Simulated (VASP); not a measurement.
PtSe2: single point with PBE+D3(BJ)

PtSe2:

```
Pt Se
1.0
     3.77170    0.00000    0.00000
    -1.88585    3.26639    0.00000
     0.00000    0.00000    9.64365
Pt Se
2 4
Direct
  0.00000 0.00000 0.00000
  0.00000 0.00000 0.50000
  0.37926 0.75851 0.13277
  0.37926 0.75851 0.63277
  0.62074 0.24149 0.36723
  0.62074 0.24149 0.86723
```

This cell differs from its parent crystal: atoms displaced along a vibrational mode.

```json
{
  "Program": "VASP 6.6.1",
  "Task": "single point",
  "Functional": "PBE",
  "Dispersion": "D3(BJ)",
  "Potentials or basis": "VASP PAW PBE potentials, release 64 (Pt, Se)",
  "Cutoff": "520 eV",
  "k mesh": "12 × 12 × 6",
  "Occupations": "gaussian, width 0.15 eV",
  "Spin": "no spin polarisation"
}
```

```json
{
  "Pressure": "6.2 GPa",
  "Largest force": "1.819 eV/Å",
  "Band gap on the k mesh": "zero (bands 22 and 23 overlap by 0.75 eV)",
  "Dispersion energy per atom": "-0.490 eV"
}
```

Forces on the atoms (eV/Å):
```
Pt   0.000  0.000  0.000
Pt   0.000  0.000  0.000
Se   0.000 -1.345  1.224
Se   0.000 -1.345  1.224
Se   0.000  1.345 -1.224
Se   0.000  1.345 -1.224
```

Stress tensor (GPa, compression positive):
```
 9.16  0.00  0.00
 0.00  3.59 -6.66
 0.00 -6.66  5.95
```

Levels at points of the mesh, in eV from the Fermi level:
| k point | band 18 | band 19 | band 20 | band 21 | band 22 | band 23 | band 24 | band 25 | band 26 | band 27 |
| --- | --- | --- | --- | --- | --- | --- | --- | --- | --- | --- |
| (0.00, 0.00, 0.00) | -1.76 | -1.55 | -1.29 | -0.56 | 0.42 | 1.18 | 2.01 | 2.40 | 2.61 | 3.87 |
| (0.50, 0.00, 0.00) | -3.08 | -2.94 | -2.77 | -2.50 | -0.74 | 0.20 | 1.04 | 1.95 | 2.15 | 4.68 |
| (0.00, 0.50, 0.00) | -2.63 | -2.49 | -2.44 | -2.34 | -0.34 | -0.14 | 1.35 | 2.35 | 3.36 | 3.80 |
| (0.00, 0.00, 0.50) | -1.89 | -1.03 | -1.03 | -0.45 | -0.45 | 1.36 | 1.36 | 2.47 | 2.47 | 4.27 |
| (0.50, 0.00, 0.50) | -3.14 | -2.83 | -2.83 | -1.93 | -1.93 | 1.35 | 1.35 | 1.91 | 1.91 | 4.14 |
| (0.00, 0.50, 0.50) | -2.77 | -2.52 | -2.52 | -1.67 | -1.67 | 1.05 | 1.05 | 2.28 | 2.28 | 4.62 |

Run time: 7.5 min on 1 thread of Intel(R) Xeon(R) Platinum 8488C (Sapphire Rapids), on a shared host, peak memory 0.79 GiB.

Caveat: the cell differs from its parent crystal (atoms displaced along a vibrational mode); the cell stands under pressure; spin-orbit coupling is left out, which moves the levels of the heavy elements; forces of over 1 eV/Å act on the atoms, so gaps and moduli don't describe the material at rest.
